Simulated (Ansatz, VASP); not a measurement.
## Li2O in VASP and in Ansatz

The input INCAR:

```
SYSTEM = Li2O
PREC     = Accurate       ! precision mode
ENCUT    = 650            ! plane-wave cutoff, eV
EDIFF    = 1E-8           ! SCF threshold, eV
ISMEAR   = -1             ! smearing method
SIGMA    = 0.03           ! smearing width, eV
LREAL    = .False.        ! projectors in reciprocal space
LASPH    = .True.         ! aspherical terms in the spheres
NELM     = 120            ! most SCF steps
ALGO     = Normal         ! electronic algorithm
ISIF     = 2              ! what is computed and relaxed
LWAVE    = .False.        ! write WAVECAR
LCHARG   = .False.        ! write CHGCAR
GGA      = PE             ! functional
LEFG     = .True.       
NBANDS   = 13             ! bands
GGA_COMPAT= .False.
```

The input KPOINTS:

```
regular mesh
0
Gamma
  12 12 12
  0 0 0
```

Contents of POSCAR:

```
Li2O
1.0
    0.0000000000      2.3131534668      2.3131534668
    2.3131534668      0.0000000000      2.3131534668
    2.3131534668      2.3131534668      0.0000000000
O Li
1 2
Direct
    0.0000000000      0.0000000000      0.0000000000
    0.2500000000      0.2500000000      0.2500000000
    0.7500000000      0.7500000000      0.7500000000
```

Input for Ansatz:

```yaml
crystal:
  lattice:
    - [0.0, 2.3131534668, 2.3131534668]
    - [2.3131534668, 0.0, 2.3131534668]
    - [2.3131534668, 2.3131534668, 0.0]
  atoms:
    - { symbol: O, position: [0.0, 0.0, 0.0] }
    - { symbol: Li, position: [0.25, 0.25, 0.25] }
    - { symbol: Li, position: [0.75, 0.75, 0.75] }
kpoints:
  mp_grid: { grid: [12, 12, 12] }
  band_path:
    path:
      - [0.0, 0.0, 0.0]
      - [0.5, 0.0, 0.5]
      - [0.625, 0.25, 0.625]
      - [0.375, 0.375, 0.75]
      - [0.0, 0.0, 0.0]
      - [0.5, 0.5, 0.5]
      - [0.5, 0.25, 0.75]
      - [0.5, 0.0, 0.5]
    npoints: 8
scf:
  occupations: { method: fermi_dirac, width: 0.03 }
hamiltonian:
  xc: pbe
  pseudopotentials: { kind: paw }
output:
  forces: true
  stress: true
  eigenvalues: true
  efg: { contact_densities: true }
  populations: true
  bader: true
  dos: { projected: true, de: 0.2, e_range: [-14, 8] }
```

Alike in both runs: task electric field gradients; functional PBE; k mesh 12 × 12 × 12; occupations fermi-dirac, width 0.03 eV; no spin polarisation.

```csv
,VASP,Ansatz
version,VASP 6.6.1,Ansatz 0.2.0
potentials or method,"VASP PAW PBE potentials, release 64 (O, Li_sv)","PAW with Ansatz's default frozen-core files, scalar-relativistic"
plane-wave cutoff (eV),650,420
valence electrons in the cell,12,12
```

|  | VASP | Ansatz | Ansatz less VASP |
| --- | --- | --- | --- |
| gap on the k mesh at the Fermi level (eV) | 4.97 | 4.98 | +0.016 |
| pressure (GPa) | -0.5 | 0.0 | +0.51 |

The functional is the same, so the differences come from potentials, cutoffs and numerics.
